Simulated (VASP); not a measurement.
# CdSe in VASP: further runs, part 2 of 2

VASP 6.6.1.

### Step 4. Electric field gradients, LDA (zz strain of +2 %)

Input file INCAR:

```
SYSTEM = CdSe
ALGO = Normal ; EDIFF = 1E-8
ENCUT = 520 ; ISIF = 2
ISMEAR = -1 ; LASPH = .True.
LCHARG = .False. ; LEFG = .True.
LREAL = .False. ; LWAVE = .False.
NBANDS = 16 ; NELM = 60
PREC = Accurate ; SIGMA = 0.03
```

Input file KPOINTS:

```
k-points
0
Gamma
  8 8 8
  0 0 0
```

Input file POSCAR:

```
CdSe
1.0
    0.0000000000      3.0702711986      3.1316766226
    3.0702711986      0.0000000000      3.1316766226
    3.0702711986      3.0702711986      0.0000000000
Cd Se
1 1
Direct
    0.0000000000      0.0000000000      0.0000000000
    0.2500000000      0.2500000000      0.2500000000
```

Potentials or basis: VASP PAW LDA potentials, release 64 (Cd, Se).

The run is started by

```sh
$ cat potpaw_LDA.64/Cd/POTCAR potpaw_LDA.64/Se/POTCAR > POTCAR
$ mpirun -np 1 vasp_std > vasp.out
```

OUTCAR:

```text
SYSTEM = CdSe
   EDIFF = 1E-8
   ENCUT = 520
   ISIF = 2
   ISMEAR = -1
   LASPH = .True.
   LREAL = .False.
   NELM = 60
   PREC = Accurate

 ion  position               nearest neighbor table
   1  0.000  0.000  0.000-   2 2.68   2 2.68   2 2.68   2 2.68
   2  0.250  0.250  0.250-   1 2.68   1 2.68   1 2.68   1 2.68

  LATTYP: Found a body centered tetragonal cell.
 ALAT       =     4.3420191692
 C/A-ratio  =     1.4424978336

  Lattice vectors:

 A1 = (  -3.0702711986,   0.0000000000,   3.1316766226)
 A2 = (   3.0702711986,   0.0000000000,   3.1316766226)
 A3 = (   0.0000000000,   3.0702711986,  -3.1316766226)

Analysis of symmetry for initial positions (statically):
=====================================================================
 Subroutine PRICEL returns:
 Original cell was already a primitive cell.

 Routine SETGRP: Setting up the symmetry group for a
[... 645 lines left out ...]
  energy-cutoff  :      520.00
  volume of cell :       59.04
      direct lattice vectors                 reciprocal lattice vectors
     0.000000000  3.070271199  3.131676623    -0.162852063  0.162852063  0.159658886
     3.070271199  0.000000000  3.131676623     0.162852063 -0.162852063  0.159658886
     3.070271199  3.070271199  0.000000000     0.162852063  0.162852063 -0.159658886

 POSITION                                       TOTAL-FORCE (eV/Angst)
 -----------------------------------------------------------------------------------
      0.00000      0.00000      0.00000        -0.000000     -0.000000      0.000000
      1.53514      1.53514      1.56584         0.000000      0.000000      0.000000
 -----------------------------------------------------------------------------------
    total drift:                                0.000002      0.000002     -0.000001

  FREE ENERGIE OF THE ION-ELECTRON SYSTEM (eV)
  ---------------------------------------------------
  free  energy   TOTEN  =        -6.7065866508 eV

  energy  without entropy=       -6.7065534589  energy(sigma->0) =       -6.70657005

 Electric field gradients (V/A^2)
---------------------------------------------------------------------
 ion       V_xx      V_yy      V_zz      V_xy      V_xz      V_yz
---------------------------------------------------------------------
   1       2.839     2.839    -5.678    -0.002    -0.001    -0.001
   2      -3.957    -3.957     7.914    -0.001    -0.000    -0.000
---------------------------------------------------------------------

 Electric field gradients after diagonalization (V/A^2)
 (convention: |V_zz| > |V_xx| > |V_yy|)
----------------------------------------------------------------------
 ion       V_xx      V_yy      V_zz     asymmetry (V_yy - V_xx)/ V_zz
----------------------------------------------------------------------
   1       2.842     2.837    -5.678       0.001
   2      -3.958    -3.956     7.914       0.000
----------------------------------------------------------------------

           NMR quadrupolar parameters

 Cq : quadrupolar parameter    Cq=e*Q*V_zz/h
 eta: asymmetry parameters     (V_yy - V_xx)/ V_zz
 Q  : nuclear electric quadrupole moment in mb (millibarn)
----------------------------------------------------------------------
 ion       Cq(MHz)       eta       Q (mb)
----------------------------------------------------------------------
   1      -0.014       0.001       1.000
   2       0.019       0.000       1.000
----------------------------------------------------------------------
```

OSZICAR:

```text
N       E                     dE             d eps       ncg     rms          rms(c)
DAV:   1     0.105463293732E+03    0.10546E+03   -0.87894E+03  1936   0.100E+03
DAV:   2    -0.286728471485E+01   -0.10833E+03   -0.10204E+03  2240   0.247E+02
DAV:   3    -0.706508204032E+01   -0.41978E+01   -0.41895E+01  2288   0.500E+01
DAV:   4    -0.708408269543E+01   -0.19001E-01   -0.19000E-01  2440   0.338E+00
DAV:   5    -0.708420191757E+01   -0.11922E-03   -0.11922E-03  2304   0.230E-01    0.558E+00
DAV:   6    -0.673630577949E+01    0.34790E+00   -0.53386E-01  2832   0.876E+00    0.448E+00
DAV:   7    -0.671041232181E+01    0.25893E-01   -0.10602E-01  2264   0.227E+00    0.197E+00
DAV:   8    -0.670687406993E+01    0.35383E-02   -0.10679E-02  2288   0.125E+00    0.195E-01
DAV:   9    -0.670659143032E+01    0.28264E-03   -0.11760E-03  2344   0.446E-01    0.431E-02
DAV:  10    -0.670658138461E+01    0.10046E-04   -0.10864E-04  2264   0.139E-01    0.365E-02
DAV:  11    -0.670658704207E+01   -0.56575E-05   -0.16979E-05  2416   0.347E-02    0.143E-02
DAV:  12    -0.670658663291E+01    0.40916E-06   -0.94874E-07  2280   0.128E-02    0.607E-03
DAV:  13    -0.670658666297E+01   -0.30054E-07   -0.37492E-07  2328   0.396E-03    0.192E-03
DAV:  14    -0.670658665227E+01    0.10697E-07   -0.20488E-08  2232   0.883E-04    0.992E-04
DAV:  15    -0.670658665078E+01    0.14857E-08   -0.31519E-09  1272   0.277E-04
   1 F= -.67065867E+01 E0= -.67065701E+01  d E =-.331919E-04
```

stdout:

```text
POSCAR found type information on POSCAR CdSe
 POSCAR found :  2 types and       2 ions
 scaLAPACK will be used
 LDA part: xc-table for (Slater(with rela. corr.)+CA(PZ))
 , standard interpolation
 POSCAR, INCAR and KPOINTS ok, starting setup
 FFT: planning ... GRIDC
 FFT: planning ... GRID_SOFT
 FFT: planning ... GRID
 WAVECAR not read
 entering main loop
ion   1

ion   2
```

It took 50 s on 1 thread of Intel Xeon 6975P-C, shared host; peak memory 0.2 GiB.

Results:

* Free energy: -6.7066 eV
* Pressure: -3.7 GPa
* Band gap on the k mesh: 0.24 eV, direct

Electric field gradients, principal values (V/Å²):
```
atom   least  middle  greatest (by size)
1 Cd   2.837   2.842              -5.678
2 Se  -3.956  -3.958               7.914
```

Caveat: the cell differs from its parent crystal (zz strain of +2 %); without QUAD_EFG the Cq values of the log hold for a quadrupole moment of 1 mb, not for the nuclei.

### Step 5. Electric field gradients, LDA (volume scaled by 0.96)

Input file INCAR:

```
  PREC = Accurate
  ENCUT = 520
  EDIFF = 1E-8
  ISMEAR = -1
  SIGMA = 0.03
  LREAL = F
  LASPH = T
  NELM = 100
  ALGO = Normal
  ISIF = 2
  LWAVE = F
  LCHARG = F
  LEFG = T
  NBANDS = 16
```

Input file KPOINTS:

```
regular mesh
0
Gamma
  8 8 8
```

Input file POSCAR:

```
CdSe
1.0
    0.0000000000      3.0287759606      3.0287759606
    3.0287759606      0.0000000000      3.0287759606
    3.0287759606      3.0287759606      0.0000000000
Cd Se
1 1
Direct
    0.0000000000      0.0000000000      0.0000000000
    0.2500000000      0.2500000000      0.2500000000
```

Potentials or basis: VASP PAW LDA potentials, release 64 (Cd, Se).

The run is started by

```sh
$ cat potpaw_LDA.64/Cd/POTCAR potpaw_LDA.64/Se/POTCAR > POTCAR
$ mpirun -np 1 vasp_std > vasp.out
```

OUTCAR:

```text
PREC = Accurate
   ENCUT = 520
   EDIFF = 1E-8
   ISMEAR = -1
   LREAL = F
   LASPH = T
   NELM = 100
   ISIF = 2

 ion  position               nearest neighbor table
   1  0.000  0.000  0.000-   2 2.62   2 2.62   2 2.62   2 2.62
   2  0.250  0.250  0.250-   1 2.62   1 2.62   1 2.62   1 2.62

  LATTYP: Found a face centered cubic cell.
 ALAT       =     6.0575519212

  Lattice vectors:

 A1 = (   0.0000000000,   3.0287759606,   3.0287759606)
 A2 = (   3.0287759606,   0.0000000000,   3.0287759606)
 A3 = (   3.0287759606,   3.0287759606,   0.0000000000)

Analysis of symmetry for initial positions (statically):
=====================================================================
 Subroutine PRICEL returns:
 Original cell was already a primitive cell.

 Routine SETGRP: Setting up the symmetry group for a
 face centered cubic supercell.

 Subroutine GETGRP returns: Found 24 space group operations
 (whereof 24 operations were pure point group operations)
 out of a pool of 48 trial point group operations.

The static configuration has the point symmetry T_d .

Analysis of symmetry for dynamics (positions and initial velocities):
=====================================================================
 Subroutine PRICEL returns:
 Original cell was already a primitive cell.

 Routine SETGRP: Setting up the symmetry group for a
 face centered cubic supercell.

 Subroutine GETGRP returns: Found 24 space group operations
 (whereof 24 operations were pure point group operations)
 out of a pool of 48 trial point group operations.

The dynamic configuration has the point symmetry T_d .

 Subroutine INISYM returns: Found 24 space group operations
 (whereof 24 operations are pure point group operations),
[... 147 lines left out ...]
 fundamental gap:      0.3877970795
 Fermi energy:         1.1242126434

 k-point     1 :       0.0000    0.0000    0.0000
  band No.  band energies     occupation
      1     -11.8036      2.00000
      2      -7.0824      2.00000
      3      -7.0824      2.00000
      4      -7.0824      2.00000
      5      -6.6895      2.00000
      6      -6.6895      2.00000
[... 433 lines left out ...]
      3      -6.9206      2.00000
      4      -6.7122      2.00000
      5      -6.6731      2.00000
      6      -6.2967      2.00000
[... 8 lines left out ...]
     15      12.4658      0.00000
     16      13.4545      0.00000

 [... further k-points ...]
[... 5 lines left out ...]
  --------------------------------------------------------------------------------------
  -------------------------------------------------------------------------------------
  Total       -0.3169322     -0.3169322     -0.3169322     -0.0000000     -0.0000000      0.0000000
  in kB       -9.1378803     -9.1378803     -9.1378803     -0.0000000     -0.0000000      0.0000000
  external PRESSURE =      -9.1378803 kB  Pullay stress =       0.0000000 kB

 VOLUME and BASIS-vectors are now :
 -----------------------------------------------------------------------------
  energy-cutoff  :      520.00
  volume of cell :       55.57
      direct lattice vectors                 reciprocal lattice vectors
     0.000000000  3.028775961  3.028775961    -0.165083191  0.165083191  0.165083191
     3.028775961  0.000000000  3.028775961     0.165083191 -0.165083191  0.165083191
     3.028775961  3.028775961  0.000000000     0.165083191  0.165083191 -0.165083191

 POSITION                                       TOTAL-FORCE (eV/Angst)
 -----------------------------------------------------------------------------------
      0.00000      0.00000      0.00000        -0.000000      0.000000     -0.000000
      1.51439      1.51439      1.51439         0.000000     -0.000000      0.000000
 -----------------------------------------------------------------------------------
    total drift:                                0.000000      0.000000     -0.000000

  FREE ENERGIE OF THE ION-ELECTRON SYSTEM (eV)
  ---------------------------------------------------
  free  energy   TOTEN  =        -6.7595793667 eV

  energy  without entropy=       -6.7595743744  energy(sigma->0) =       -6.75957687

 Electric field gradients (V/A^2)
---------------------------------------------------------------------
 ion       V_xx      V_yy      V_zz      V_xy      V_xz      V_yz
---------------------------------------------------------------------
   1       0.000    -0.000    -0.000    -0.001    -0.001    -0.001
   2       0.000    -0.000    -0.000    -0.000    -0.000    -0.000
---------------------------------------------------------------------

 Electric field gradients after diagonalization (V/A^2)
 (convention: |V_zz| > |V_xx| > |V_yy|)
----------------------------------------------------------------------
 ion       V_xx      V_yy      V_zz     asymmetry (V_yy - V_xx)/ V_zz
----------------------------------------------------------------------
   1       0.001     0.001    -0.002       0.000
   2       0.000     0.000    -0.000       0.000
----------------------------------------------------------------------

           NMR quadrupolar parameters

 Cq : quadrupolar parameter    Cq=e*Q*V_zz/h
 eta: asymmetry parameters     (V_yy - V_xx)/ V_zz
 Q  : nuclear electric quadrupole moment in mb (millibarn)
----------------------------------------------------------------------
 ion       Cq(MHz)       eta       Q (mb)
----------------------------------------------------------------------
   1      -0.000       0.000       1.000
   2      -0.000       0.000       1.000
----------------------------------------------------------------------
```

stdout:

```text
POSCAR found type information on POSCAR CdSe
 POSCAR found :  2 types and       2 ions
 scaLAPACK will be used
 LDA part: xc-table for (Slater(with rela. corr.)+CA(PZ))
 , standard interpolation
 POSCAR, INCAR and KPOINTS ok, starting setup
 FFT: planning ... GRIDC
 FFT: planning ... GRID_SOFT
 FFT: planning ... GRID
 WAVECAR not read
 entering main loop
ion   1

ion   2
```

It used 15 s of CPU time on 1 thread of Intel Xeon 6975P-C (shared host).

Results:

| Quantity | Value |
| --- | --- |
| Free energy | -6.7596 eV |
| Pressure | -0.9 GPa |
| Band gap on the k mesh | 0.39 eV, direct |

Levels at points of the mesh, in eV from the valence-band top:
| k point | band 5 | band 6 | band 7 | band 8 | band 9 | band 10 | band 11 | band 12 | band 13 | band 14 |
| --- | --- | --- | --- | --- | --- | --- | --- | --- | --- | --- |
| (0.00, 0.00, 0.00) | -7.60 | -7.60 | 0.00 | 0.00 | 0.00 | 0.39 | 5.80 | 5.80 | 5.80 | 9.55 |
| (0.50, 0.00, 0.00) | -7.58 | -7.30 | -4.55 | -0.78 | -0.78 | 2.21 | 6.32 | 6.32 | 7.23 | 9.82 |
| (0.50, 0.50, 0.00) | -7.54 | -7.24 | -4.22 | -1.93 | -1.93 | 2.91 | 3.62 | 8.94 | 10.10 | 10.10 |

Caveat: without QUAD_EFG the Cq values of the log hold for a quadrupole moment of 1 mb, not for the nuclei.

### Step 6. The runs side by side

```csv
cell,gap on the mesh (eV),pressure (GPa)
"a = 4.320, b = 4.320, c = 4.342 Å, angles 59.8, 59.8, 60.3°, 2 atoms",0.30,-2.4
"a = 4.386, b = 4.386, c = 4.342 Å, angles 60.3, 60.3, 59.3°, 2 atoms",0.24,-3.7
"a = 4.283 Å, angles 60.0°, 2 atoms",0.39,-0.9
```

Alike in all rows: task electric field gradients; level LDA; potentials or basis VASP PAW LDA potentials, release 64 (Cd, Se); no spin polarisation; k mesh 8 × 8 × 8; cutoff (eV) 520; smearing fermi-dirac 0.03 eV.

Total energies depend on the potentials used, so only differences within one code and one set of settings carry meaning.
